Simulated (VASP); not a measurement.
Fe:

```
Fe
1.0
     0.00000    1.76350    1.76350
     1.76350    0.00000    1.76350
     1.76350    1.76350    0.00000
Fe
1
Direct
  0.00000 0.00000 0.00000
```

Base run:

```yaml
Program: VASP 6.6.1
Functional: PBE
Potentials_or_basis: VASP PAW PBE potentials, release 64 (Fe)
Cutoff: 520 eV
k_mesh: 11 × 11 × 11
Occupations: fermi-dirac, width 0.1 eV
Spin: collinear spin, ferromagnetic start
Starting_moments: "[1.99] μB"
Fixed_moment: 1.99 μB
```

Its results: pressure 7.5 GPa; net moment 1.99 μB per cell; site moments Fe +1.97 μB.

**Question.** The run is repeated on the same cell with these changes: fixed moment from 1.99 μB to none; moments at the start from [1.99] to [4.0]. What comes out?

**Answer.** Pressure -6.6 GPa; net moment 1.23 μB per cell; site moments Fe +1.22 μB.

Caveats: the total moment is fixed, so each spin has its own Fermi level (some runs); the moment fell far below its start of 4 μB, so a state of higher moment may lie lower in energy (some runs).
